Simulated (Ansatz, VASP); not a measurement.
Two plane-wave programs on KF

```
CELL_PARAMETERS angstrom
3.47841 0.00000 0.00000
0.00000 3.47841 0.00000
0.00000 0.00000 3.47841
ATOMIC_POSITIONS crystal
K 0.00000 0.00000 0.00000
F 0.50000 0.50000 0.50000
```

Alike in both runs: task single point; functional PBE; k mesh 8 × 8 × 8; occupations gaussian, width 0.02 eV; no spin polarisation.

|  | VASP | Ansatz |
| --- | --- | --- |
| version | VASP 6.6.1 | Ansatz 0.2.0 |
| potentials or method | VASP PAW PBE potentials, release 64 (K_sv, F), cutoff 520 eV | scalar-relativistic, plane waves, PAW |
| valence electrons in the cell | 16 | 16 |

```csv
,VASP,Ansatz,Ansatz less VASP
gap on the k mesh at the Fermi level (eV),5.10,5.11,+0.010
least direct gap on the mesh (eV),5.17,5.18,+0.009
pressure (GPa),-4.1,-4.0,+0.08
```

With one functional, cell and mesh, what is left measures potentials, basis and numerics.
